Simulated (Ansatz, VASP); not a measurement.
## One calculation of CuMo3, two programs

The input INCAR:

```
ALGO = Fast
EDIFF = 1E-6
ENCUT = 520
GGA = PE
ISIF = 2
ISMEAR = 0
LASPH = T
LCHARG = T
LELF = T
LREAL = F
LVHAR = T
LWAVE = F
NBANDS = 34
NELM = 100
PREC = Accurate
SIGMA = 0.1
```

Contents of KPOINTS:

```
k-points
0
Gamma
  4 4 4
```

The input POSCAR:

```
CuMo3
1.0
    4.0760596700      0.0000000000      0.0000000000
    0.0000000000      4.0760596700      0.0000000000
    0.0000000000      0.0000000000      4.0760596700
Cu Mo
1 3
Direct
    0.0000000000      0.0000000000      0.0000000000
    0.0000000000      0.5000000000      0.5000000000
    0.5000000000      0.0000000000      0.5000000000
    0.5000000000      0.5000000000      0.0000000000
```

Input for Ansatz:

```yaml
crystal:
  lattice:
    - [4.07605967, 0.0, 0.0]
    - [0.0, 4.07605967, 0.0]
    - [0.0, 0.0, 4.07605967]
  atoms:
    - { symbol: Cu, position: [0.0, 0.0, 0.0] }
    - { symbol: Mo, position: [0.0, 0.5, 0.5] }
    - { symbol: Mo, position: [0.5, 0.0, 0.5] }
    - { symbol: Mo, position: [0.5, 0.5, 0.0] }
basis:
  ecutwfc: 420
kpoints:
  mp_grid: { grid: [4, 4, 4] }
hamiltonian:
  xc: pbe
scf:
  occupations: { method: gaussian, width: 0.1 }
  lower_state_search: "off"
output:
  forces: true
  stress: true
  eigenvalues: true
```

Change from the starting cell: species swapped into the RuRh3 type (Pm-3m, No. 221).

Alike in both runs: task single point; functional PBE; k mesh 4 × 4 × 4; occupations gaussian, width 0.1 eV; no spin polarisation.

|  | VASP | Ansatz |
| --- | --- | --- |
| version | VASP 6.6.1 | Ansatz 0.2.0 |
| potentials or method | VASP PAW PBE potentials, release 64 (Cu, Mo_sv), cutoff 520 eV | scalar-relativistic, plane waves, PAW |
| valence electrons in the cell | 53 | 61 |

|  | VASP | Ansatz | Ansatz less VASP |
| --- | --- | --- | --- |
| gap on the k mesh at the Fermi level (eV) | none | none | - |
| pressure (GPa) | -22.4 | -22.8 | -0.42 |

A gap of «none» marks a metal or a gap that the smearing closes. VASP's potentials hold 53 valence electrons a cell and Ansatz's 61, so a difference there can come from the potentials and not from the codes.

The k mesh is coarse, so the values compare programs but aren't converged.
